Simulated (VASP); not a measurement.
Here is a VASP 6.6.1 calculation.

File INCAR:

```
  ALGO = Normal
  EDIFF = 1E-7
  EDIFFG = -0.01
  ENCUT = 600
  GGA = PE
  IBRION = 2
  ISIF = 3
  ISMEAR = 0
  LASPH = T
  LCHARG = F
  LREAL = F
  LWAVE = F
  NELM = 100
  NSW = 100
  PREC = Accurate
  SIGMA = 0.1
```

KPOINTS

```
k-points
0
Gamma
  12 12 10
```

Contents of POSCAR:

```
HfSi5
1.0
    5.0282710028      0.0000000000      0.0000000000
   -2.5141355014      4.3546104255      0.0000000000
    0.0000000000      0.0000000000      4.2484911584
Hf Si
1 5
Direct
    0.0000000000      0.0000000000      0.0000000000
    0.5000000000      0.0000000000      0.5000000000
    0.5000000000      0.5000000000      0.5000000000
    0.0000000000      0.5000000000      0.5000000000
    0.3333333333      0.6666666667      0.0000000000
    0.6666666667      0.3333333333      0.0000000000
```

Potentials or basis: VASP PAW PBE potentials, release 64 (Hf_pv, Si).

The run is started by

```console
$ cat potpaw_PBE.64/Hf_pv/POTCAR potpaw_PBE.64/Si/POTCAR > POTCAR
$ mpirun -np 1 vasp_std > vasp.out
```

Task: What does it give for the band gap on the k mesh?

Result: Zero (bands 15 and 16 overlap by 2.18 eV).

Task: What does it give for the relaxed cell?

Result: a = 5.009 Å, b = 5.009 Å, c = 4.279 Å, α = 90.00°, β = 90.00°, γ = 120.00°.

Task: Predict the relaxed volume.

Result: 15.50 Å³/atom.

Task: Estimate the space group after relaxing (to 0.1 Å).

Result: P6/mmm (No. 191).

Step by step:
| step | energy change (eV) | largest force (eV/Å) | pressure (GPa) | volume (Å³) |
| --- | --- | --- | --- | --- |
| 1 | 0.0000 | 0.0000 | -0.25 | 93.03 |
| 2 | -0.0024 | 0.0000 | 0.21 | 92.70 |
| 3 | -0.0025 | 0.0000 | 0.33 | 92.62 |
| 4 | -0.0031 | 0.0000 | 0.00 | 92.98 |

Caveat: spin-orbit coupling is left out, which moves the levels of the heavy elements.
